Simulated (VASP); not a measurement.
Runs of VASP 6.6.1 on W. The structure is that of space group I4/mmm (No. 139), or close to it. The cells are those of the table. 

| cell | gap on the mesh (eV) | pressure (GPa) |
| --- | --- | --- |
| a = 2.768 Å, angles 107.5, 107.5, 113.5°, 1 atom | none | -1.1 |
| a = 2.768 Å, angles 111.5, 111.5, 105.4°, 1 atom | none | (a) |
| a = 2.816 Å, angles 106.9, 106.9, 114.8°, 1 atom | none | -13.4 |
| a = 2.837 Å, angles 107.5, 107.5, 113.4°, 1 atom | none | -20.0 |

Alike in all rows: task single point; level PBE; potentials or basis VASP PAW PBE potentials, release 64 (W_sv); no spin polarisation; k mesh 20 × 20 × 20; cutoff (eV) 520; smearing gaussian 0.15 eV.

Q: Fill in the values left out.

A: (a) -1.3.

Caveats: spin-orbit coupling is left out, which moves the levels of the heavy elements; the cell stands under tension (at least some runs).

A k mesh can miss the band edges, and the runs leave out spin-orbit coupling on W.

A gap of «none» marks levels without a gap at the run's occupations.
